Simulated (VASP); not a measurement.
Runs of VASP 6.6.1 on Lu. The structure is that of space group Fm-3m (No. 225), or close to it. The cells are those of the table. 

```csv
cell,gap on the mesh (eV),pressure (GPa)
"a = 3.452 Å, angles 60.0°, 1 atom",none,0.2
"a = 3.036 Å, angles 60.0°, 1 atom",none,32.5
"a = 3.357 Å, angles 60.0°, 1 atom",none,4.2
"a = 2.776 Å, angles 60.0°, 1 atom",none,(a)
"a = 3.150 Å, angles 60.0°, 1 atom",none,18.9
"a = 2.912 Å, angles 60.0°, 1 atom",none,(b)
```

Alike in all rows: task single point; level PBE; potentials or basis VASP PAW PBE potentials, release 64 (Lu); no spin polarisation; k mesh 15 × 15 × 15; cutoff (eV) 520; smearing fermi-dirac 0.1 eV.

**Question.** Estimate the missing entries.

**Answer.** (a) 88.3; (b) 54.0.

Caveats: spin-orbit coupling is left out, which moves the levels of the heavy elements.

A k mesh can miss the band edges, and the runs leave out spin-orbit coupling on Lu.

A gap of «none» marks levels without a gap at the run's occupations.
